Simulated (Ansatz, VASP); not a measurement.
# Ge in VASP and in Ansatz

```
Ge
1.0
     3.99697    0.00000    0.00000
    -1.99848    3.46148    0.00000
     0.00000    0.00000    6.59636
Ge
4
Direct
  0.66667 0.33333 0.06291
  0.33333 0.66667 0.56291
  0.66667 0.33333 0.43709
  0.33333 0.66667 0.93709
```

Alike in both runs: task single point; functional PBEsol; k mesh 6 × 6 × 4; occupations gaussian, width 0.1 eV; no spin polarisation.

```csv
,VASP,Ansatz
version,VASP 6.6.1,Ansatz 0.2.0
potentials or method,"VASP PAW PBE potentials, release 64 (Ge_d), cutoff 520 eV","scalar-relativistic, plane waves, PAW"
valence electrons in the cell,56,56
```

Ansatz gave:

| Item | Value |
| --- | --- |
| gap on the k mesh at the Fermi level (eV) | 0.10 |
| least direct gap on the mesh (eV) | 0.16 |
| pressure (GPa) | 0.1 |
| traceless stress, the component that is largest in VASP (GPa) | -0.42 |

**Question.** Which values does VASP return?

**Answer.** gap on the k mesh at the Fermi level (eV): 0.09; least direct gap on the mesh (eV): 0.15; pressure (GPa): 0.0; traceless stress, the component that is largest in VASP (GPa): -0.42.

VASP's potentials were made for PBE, not for PBEsol.
